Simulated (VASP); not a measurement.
# Si3Sn (P-6m2) in VASP: a series of runs, part 2 of 2

VASP 6.6.1.

### 4 Relaxation of cell and atoms, PBE

File INCAR:

```
SYSTEM = Si3Sn
  PREC = Accurate
  ENCUT = 600
  EDIFF = 1E-7
  ISMEAR = 0
  SIGMA = 0.1
  LREAL = .FALSE.
  LASPH = .TRUE.
  NELM = 80
  ALGO = Normal
  ISIF = 3
  LWAVE = .FALSE.
  LCHARG = .FALSE.
  GGA = PE
  IBRION = 2
  NSW = 90
  EDIFFG = -0.04
```

File KPOINTS:

```
Automatic mesh
0
G
  6 6 2
  0 0 0
```

File POSCAR:

```
Si3Sn
1.0
    2.8252403700      0.0000000000      0.0000000000
   -1.4126201900      2.4467299300      0.0000000000
    0.0000000000      0.0000000000     10.6558517000
Si Sn
3 1
Direct
    0.3333333300      0.6666666700      0.0000000000
    0.6666666700      0.3333333300      0.2500000000
    0.6666666700      0.3333333300      0.7500000000
    0.3333333300      0.6666666700      0.5000000000
```

Potentials or basis: VASP PAW PBE potentials, release 64 (Si, Sn_d).

Run with:

```bash
> cat potpaw_PBE.64/Si/POTCAR potpaw_PBE.64/Sn_d/POTCAR > POTCAR
> mpirun -np 1 vasp_std > vasp.out
```

OUTCAR:

```text
SYSTEM = Si3Sn
   PREC = Accurate
   ENCUT = 600
   EDIFF = 1E-7
   ISMEAR = 0
   LREAL = .FALSE.
   LASPH = .TRUE.
   NELM = 80
   ISIF = 3
   GGA = PE
   IBRION = 2
   NSW = 90
   EDIFFG = -0.04

 ion  position               nearest neighbor table
   1  0.333  0.667  0.000-   2 3.12   3 3.12   2 3.12   3 3.12   2 3.12   3 3.12
   2  0.667  0.333  0.250-   1 3.12   4 3.12   1 3.12   4 3.12   1 3.12   4 3.12
   3  0.667  0.333  0.750-   1 3.12   4 3.12   1 3.12   4 3.12   1 3.12   4 3.12
   4  0.333  0.667  0.500-   2 3.12   3 3.12   2 3.12   3 3.12   2 3.12   3 3.12

  LATTYP: Found a hexagonal cell.
 ALAT       =     2.8252403700
 C/A-ratio  =     3.7716619843

  Lattice vectors:

 A1 = (   2.8252403700,   0.0000000000,   0.0000000000)
 A2 = (  -1.4126201900,   2.4467299300,   0.0000000000)
 A3 = (   0.0000000000,   0.0000000000,  10.6558517000)

Analysis of symmetry for initial positions (statically):
=====================================================================
 Subroutine PRICEL returns:
 Original cell was already a primitive cell.

 Routine SETGRP: Setting up the symmetry group for a
 hexagonal supercell.

 Subroutine GETGRP returns: Found 12 space group operations
 (whereof 12 operations were pure point group operations)
 out of a pool of 24 trial point group operations.

The static configuration has the point symmetry D_3h.

Analysis of symmetry for dynamics (positions and initial velocities):
=====================================================================
 Subroutine PRICEL returns:
 Original cell was already a primitive cell.

 Routine SETGRP: Setting up the symmetry group for a
 hexagonal supercell.

 Subroutine GETGRP returns: Found 12 space group operations
 (whereof 12 operations were pure point group operations)
 out of a pool of 24 trial point group operations.

The dynamic configuration has the point symmetry D_3h.

 Subroutine INISYM returns: Found 12 space group operations
 (whereof 12 operations are pure point group operations),
 and found     1 'primitive' translations
[... 111 lines left out ...]
  Thomas-Fermi vector in A             =   2.293587
   LORBIT       =      0    0 simple, 1 ext, 2 COOP (PROOUT), +10 PAW based schemes
   GGA     = PE    functional components
   LHFCALC =     F    Hartree Fock is set to
   AEXX    =    0.0000 exact exchange contribution
   IVDW    =     0    specifies the selected vdW correction
   LEPSILON=     F    determine dielectric tensor
   LRPA    =     F    only Hartree local field effects (RPA)
 conjugate gradient relaxation of ions
 non-spin polarized calculation
 Gauss-broadening in eV      SIGMA  =   0.10
  energy-cutoff  :      600.00
  volume of cell :       73.66
 maximum number of plane-waves:      2480
 NGX is ok and might be reduce to    24
   NGX = 11   NGY = 11   NGZ = 43

--------------------------------------- Ionic step        1  -------------------------------------------

 number of electron      26.0000007 magnetization

 Free energy of the ion-electron system (eV)
  ---------------------------------------------------
  ext. energy  EPLUGINS =         0.00000000
  ---------------------------------------------------
  free energy    TOTEN  =       -16.95692568 eV

  energy without entropy =      -16.93539554  energy(sigma->0) =      -16.94616061

------------------------ aborting loop because EDIFF is reached ----------------------------------------

  FORCE on cell =-STRESS in cart. coord.  units (eV):
  Direction    XX          YY          ZZ          XY          YZ          ZX
  --------------------------------------------------------------------------------------
  -------------------------------------------------------------------------------------
  Total        2.5602355      2.5602355      2.2855295     -0.0000000     -0.0000000     -0.0000000
  in kB       55.6879062     55.6879061     49.7127521     -0.0000001     -0.0000000     -0.0000000
  external PRESSURE =      53.6961881 kB  Pullay stress =       0.0000000 kB
[... 95 lines left out ...]
  FREE ENERGIE OF THE ION-ELECTRON SYSTEM (eV)
  ---------------------------------------------------
  free  energy   TOTEN  =       -17.0892012177 eV

  energy  without entropy=      -17.0758703498  energy(sigma->0) =      -17.08253578

[... ionic steps 4 to 21 ...]

--------------------------------------- Ionic step       22  -------------------------------------------

 number of electron      25.9999997 magnetization

------------------------ aborting loop because EDIFF is reached ----------------------------------------
[... 71 lines left out ...]
--------------------------------------- Ionic step       24  -------------------------------------------

 number of electron      25.9999997 magnetization

 Free energy of the ion-electron system (eV)
  ---------------------------------------------------
  ext. energy  EPLUGINS =         0.00000000
  ---------------------------------------------------
  free energy    TOTEN  =       -17.97614312 eV

  energy without entropy =      -17.96651722  energy(sigma->0) =      -17.97133017

 E-fermi :   8.7792     XC(G=0): -10.7317

 val. band max:        8.5120018072   @ k =   0.3333   0.0000   0.5000
 cond. band min:       8.7797624538   @ k =   0.3333   0.1667   0.0000
 fundamental gap:      0.2677606466
 Fermi energy:         8.7792020139

 k-point     1 :       0.0000    0.0000    0.0000
  band No.  band energies     occupation
      1     -13.0371      2.00000
      2     -13.0138      2.00000
      3     -13.0138      2.00000
      4     -12.7785      2.00000
      5     -12.7785      2.00000
      6      -4.3589      2.00000
[... 300 lines left out ...]
  FREE ENERGIE OF THE ION-ELECTRON SYSTEM (eV)
  ---------------------------------------------------
  free  energy   TOTEN  =       -17.9761431225 eV

  energy  without entropy=      -17.9665172209  energy(sigma->0) =      -17.97133017

 reached required accuracy - stopping structural energy minimisation
```

CONTCAR:

```text
Si3Sn
   1.00000000000000
     3.0511798680043967   -0.0000000004403598   -0.0000000000000000
    -1.5255899397834207    2.6423992746947222    0.0000000000000000
    -0.0000000000000000   -0.0000000000000000    9.1340377330868474
  Si              Sn
     3     1
Direct
     0.3333333300000021    0.6666666699999979    0.0000000000000000
     0.6666666699999979    0.3333333300000021    0.2099533003861076
     0.6666666699999979    0.3333333300000021    0.7900466996138926
     0.3333333300000021    0.6666666699999979    0.5000000000000000

  0.00000000E+00  0.00000000E+00  0.00000000E+00
  0.00000000E+00  0.00000000E+00  0.00000000E+00
  0.00000000E+00  0.00000000E+00  0.00000000E+00
  0.00000000E+00  0.00000000E+00  0.00000000E+00
```

It took 4.4 min on 1 thread of AMD EPYC 9R45 (Zen 5), shared host; peak memory 0.2 GiB.

Results:

```yaml
Free_energy: -17.9761 eV
Relaxed_volume: 18.41 Å³/atom
Relaxed_cell: a = 3.051 Å, b = 3.051 Å, c = 9.134 Å, α = 90.00°, β = 90.00°, γ = 120.00°
Space_group_after_relaxing_to_0.1_Å: P-6m2 (No. 187)
Energy_gained_by_relaxing: 254.8 meV/atom
Ionic_steps: 24
Pressure_after_relaxing: 0.1 GPa
Largest_force_after_relaxing: 0.023 eV/Å
Band_gap_on_the_k_mesh: zero (bands 13 and 14 overlap by 7.03 eV)
```

Forces in eV/Å, atoms in the order of the input:
```
Si   0.000  0.000  0.000
Si   0.000  0.000 -0.023
Si   0.000  0.000  0.023
Sn   0.000  0.000  0.000
```

Step by step:
```csv
step,energy change (eV),largest force (eV/Å),pressure (GPa),volume (Å³)
1,0.0000,0.8992,5.37,73.66
2,-0.1312,0.6221,-1.76,80.44
3,-0.1323,0.6441,-1.22,79.81
4,-0.1853,0.5571,-1.04,79.48
5,-0.2637,0.2845,-0.16,78.58
6,-0.2664,0.2207,0.15,78.36
7,-0.3022,0.1231,-0.15,78.23
8,-0.3667,0.2245,-1.13,77.96
9,-0.6316,0.0549,-0.96,77.30
10,-0.5679,1.1716,5.36,75.52
11,-0.7608,0.2052,-0.05,76.56
12,-0.7416,0.8444,1.77,76.06
13,-0.7772,0.4919,0.57,76.38
14,-0.7888,0.8001,0.92,76.79
15,-0.8037,0.7158,0.42,76.59
16,-0.8041,0.6981,0.42,76.57
17,-0.8481,0.5642,-0.67,77.01
18,-0.9090,0.0058,-3.32,78.32
19,-0.9337,0.0700,-2.97,77.61
20,-0.9914,0.2420,-1.96,75.48
21,-0.9231,0.6345,2.57,71.24
22,-1.0065,0.2965,-0.98,74.34
23,-1.0146,0.1898,-0.56,74.06
24,-1.0192,0.0227,0.09,73.64
```

Final structure:
```xyz
4
Lattice="3.0512 0.0000 0.0000 -1.5256 2.6424 0.0000 0.0000 0.0000 9.1340" Properties=species:S:1:pos:R:3 pbc="T T T"
Si    0.0000    1.7616    0.0000
Si    1.5256    0.8808    1.9177
Si    1.5256    0.8808    7.2163
Sn    0.0000    1.7616    4.5670
```

Caveat: the k points lie up to 0.40 Å⁻¹ apart in the final cell, too coarse for converged energies and pressures of a metal; spin-orbit coupling is left out, which moves the levels of the heavy elements.

### 5 Single point, PBE

This run uses another cell than the first one, of 19.73 Å³/atom.

File INCAR:

```
SYSTEM = Si3Sn
ALGO = Normal
EDIFF = 1E-6
ENCUT = 520
GGA = PE
ISIF = 2
ISMEAR = 0
LASPH = .True.
LCHARG = .True.
LELF = .True.
LREAL = .False.
LVHAR = .True.
LWAVE = .False.
NBANDS = 21
NELM = 80
PREC = Accurate
SIGMA = 0.1
```

File KPOINTS:

```
k-points
0
Gamma
  18 18 6
  0 0 0
```

File POSCAR:

```
Si3Sn
1.0
    3.5638822470      0.0000000000      0.0000000000
   -1.7819411235      3.0864125620      0.0000000000
    0.0000000000      0.0000000000      7.1732302596
Si Sn
3 1
Direct
    0.3333333333      0.6666666667      0.0000000000
    0.6666666667      0.3333333333      0.1944427565
    0.6666666667      0.3333333333      0.8055572435
    0.3333333333      0.6666666667      0.5000000000
```

Potentials or basis: VASP PAW PBE potentials, release 64 (Si, Sn_d).

Run with:

```bash
> cat potpaw_PBE.64/Si/POTCAR potpaw_PBE.64/Sn_d/POTCAR > POTCAR
> mpirun -np 1 vasp_std > vasp.out
```

OUTCAR:

```text
SYSTEM = Si3Sn
   EDIFF = 1E-6
   ENCUT = 520
   GGA = PE
   ISIF = 2
   ISMEAR = 0
   LASPH = .True.
   LREAL = .False.
   NELM = 80
   PREC = Accurate

 ion  position               nearest neighbor table
   1  0.333  0.667  0.000-   2 2.49   3 2.49   2 2.49   3 2.49   2 2.49   3 2.49
   2  0.667  0.333  0.194-   1 2.49   1 2.49   1 2.49   3 2.79   4 3.01   4 3.01   4 3.01
   3  0.667  0.333  0.806-   1 2.49   1 2.49   1 2.49   2 2.79   4 3.01   4 3.01   4 3.01
   4  0.333  0.667  0.500-   2 3.01   3 3.01   2 3.01   3 3.01   2 3.01   3 3.01

  LATTYP: Found a hexagonal cell.
 ALAT       =     3.5638822470
 C/A-ratio  =     2.0127573703

  Lattice vectors:

 A1 = (   3.5638822470,   0.0000000000,   0.0000000000)
 A2 = (  -1.7819411235,   3.0864125620,   0.0000000000)
 A3 = (   0.0000000000,   0.0000000000,   7.1732302596)

Analysis of symmetry for initial positions (statically):
=====================================================================
 Subroutine PRICEL returns:
 Original cell was already a primitive cell.

 Routine SETGRP: Setting up the symmetry group for a
 hexagonal supercell.

 Subroutine GETGRP returns: Found 12 space group operations
 (whereof 12 operations were pure point group operations)
 out of a pool of 24 trial point group operations.

The static configuration has the point symmetry D_3h.

Analysis of symmetry for dynamics (positions and initial velocities):
=====================================================================
 Subroutine PRICEL returns:
 Original cell was already a primitive cell.

 Routine SETGRP: Setting up the symmetry group for a
 hexagonal supercell.

 Subroutine GETGRP returns: Found 12 space group operations
 (whereof 12 operations were pure point group operations)
 out of a pool of 24 trial point group operations.

The dynamic configuration has the point symmetry D_3h.

 Subroutine INISYM returns: Found 12 space group operations
[... 120 lines left out ...]
     AMIX     =   0.40;   BMIX     =  1.00
     AMIX_MAG =   1.60;   BMIX_MAG =  1.00
  volume/ion in A,a.u.               =      19.73       133.12
  Fermi-wavevector in a.u.,A,eV,Ry     =   1.130755  2.136817 17.396508  1.278607
  Thomas-Fermi vector in A             =   2.267452
   LORBIT       =      0    0 simple, 1 ext, 2 COOP (PROOUT), +10 PAW based schemes
   GGA     = PE    functional components
   LHFCALC =     F    Hartree Fock is set to
   AEXX    =    0.0000 exact exchange contribution
   IVDW    =     0    specifies the selected vdW correction
   LEPSILON=     F    determine dielectric tensor
   LRPA    =     F    only Hartree local field effects (RPA)
 non-spin polarized calculation
 Gauss-broadening in eV      SIGMA  =   0.10
  energy-cutoff  :      520.00
  volume of cell :       78.90
 maximum number of plane-waves:      2163
 NGX is ok and might be reduce to    28
   NGX = 13   NGY = 13   NGZ = 27

 number of electron      26.0000008 magnetization

 Free energy of the ion-electron system (eV)
  ---------------------------------------------------
  ext. energy  EPLUGINS =         0.00000000
  ---------------------------------------------------
  free energy    TOTEN  =       -18.64310224 eV

  energy without entropy =      -18.63592070  energy(sigma->0) =      -18.63951147

 E-fermi :   7.8489     XC(G=0): -10.3232

 val. band max:        7.8228125425   @ k =   0.4444   0.0556   0.1667
 cond. band min:       7.8492011738   @ k =   0.1667   0.0000   0.1667
 fundamental gap:      0.0263886313
 Fermi energy:         7.8488686782

 k-point     1 :       0.0000    0.0000    0.0000
  band No.  band energies     occupation
      1     -13.6387      2.00000
      2     -13.6387      2.00000
      3     -13.6345      2.00000
      4     -13.5860      2.00000
      5     -13.5860      2.00000
      6      -4.9627      2.00000
[... 565 lines left out ...]
     20      13.1516      0.00000
     21      14.8536      0.00000

 [... further k-points ...]

------------------------ aborting loop because EDIFF is reached ----------------------------------------

  FORCE on cell =-STRESS in cart. coord.  units (eV):
  Direction    XX          YY          ZZ          XY          YZ          ZX
  --------------------------------------------------------------------------------------
  -------------------------------------------------------------------------------------
  Total       -0.0072118     -0.0072118     -0.0557375      0.0000000      0.0000000      0.0000000
  in kB       -0.1464409     -0.1464409     -1.1317894      0.0000000      0.0000000      0.0000000
  external PRESSURE =      -0.4748904 kB  Pullay stress =       0.0000000 kB

 VOLUME and BASIS-vectors are now :
 -----------------------------------------------------------------------------
  energy-cutoff  :      520.00
  volume of cell :       78.90
      direct lattice vectors                 reciprocal lattice vectors
     3.563882247  0.000000000  0.000000000     0.280592885  0.162000377  0.000000000
    -1.781941124  3.086412562  0.000000000     0.000000000  0.324000755  0.000000000
     0.000000000  0.000000000  7.173230260     0.000000000  0.000000000  0.139407208

 POSITION                                       TOTAL-FORCE (eV/Angst)
 -----------------------------------------------------------------------------------
     -0.00000      2.05761      0.00000         0.000000      0.000000      0.000000
      1.78194      1.02880      1.39478         0.000000     -0.000000     -0.008219
      1.78194      1.02880      5.77845         0.000000     -0.000000      0.008219
     -0.00000      2.05761      3.58662        -0.000000      0.000000      0.000000
 -----------------------------------------------------------------------------------
    total drift:                                0.000000     -0.000000     -0.000000

  FREE ENERGIE OF THE ION-ELECTRON SYSTEM (eV)
  ---------------------------------------------------
  free  energy   TOTEN  =       -18.6431022428 eV

  energy  without entropy=      -18.6359207011  energy(sigma->0) =      -18.63951147
```

stdout:

```text
POSCAR found type information on POSCAR SiSn
 POSCAR found :  2 types and       4 ions
 scaLAPACK will be used
 LDA part: xc-table for (Slater+PW92), standard interpolation
 POSCAR, INCAR and KPOINTS ok, starting setup
 FFT: planning ... GRIDC
 FFT: planning ... GRID_SOFT
 FFT: planning ... GRID
 WAVECAR not read
 entering main loop
```

It took 2 min on 1 thread of AMD EPYC 9R45 (Zen 5), shared host; peak memory 0.32 GiB.

What came out:

| Property | Result |
| --- | --- |
| Free energy | -18.6431 eV |
| Pressure | 0.0 GPa |
| Largest force | 0.008 eV/Å |
| Band gap on the k mesh | zero (bands 13 and 14 overlap by 4.45 eV) |

Forces in eV/Å, atoms in the order of the input:
```
Si   0.000  0.000  0.000
Si   0.000  0.000 -0.008
Si   0.000  0.000  0.008
Sn   0.000  0.000  0.000
```

Stress tensor (GPa, compression positive):
```
-0.01  0.00  0.00
 0.00 -0.01  0.00
 0.00  0.00 -0.11
```

Caveat: spin-orbit coupling is left out, which moves the levels of the heavy elements.

### 6 The runs side by side

```tsv
task	cell	k mesh	cutoff (eV)	gap on the mesh (eV)	pressure (GPa)	largest force (eV/Å)
single point	a = 2.825, b = 2.825, c = 10.656 Å, angles 90.0, 90.0, 120.0°, 4 atoms, atomic positions A	6 × 6 × 2	520	none	5.3	0.90
single point	a = 3.047, b = 3.047, c = 9.148 Å, angles 90.0, 90.0, 120.0°, 4 atoms, atomic positions B	6 × 6 × 2	520	none	0.1	0.01
relaxation of cell and atoms	relaxed from a = 2.825, b = 2.825, c = 10.656 Å, angles 90.0, 90.0, 120.0°, 4 atoms, atomic positions A	6 × 6 × 2	600	none	0.1	0.02
single point	a = 3.564, b = 3.564, c = 7.173 Å, angles 90.0, 90.0, 120.0°, 4 atoms, atomic positions C	18 × 18 × 6	520	none	0.0	0.01
```

Alike in all rows: level PBE; potentials or basis VASP PAW PBE potentials, release 64 (Si, Sn_d); no spin polarisation; smearing gaussian 0.1 eV.

Caveats: some runs use coarse meshes; spin-orbit coupling is left out, which moves the levels of the heavy elements.

Total energies depend on the potentials used, so only differences within one code and one set of settings carry meaning.
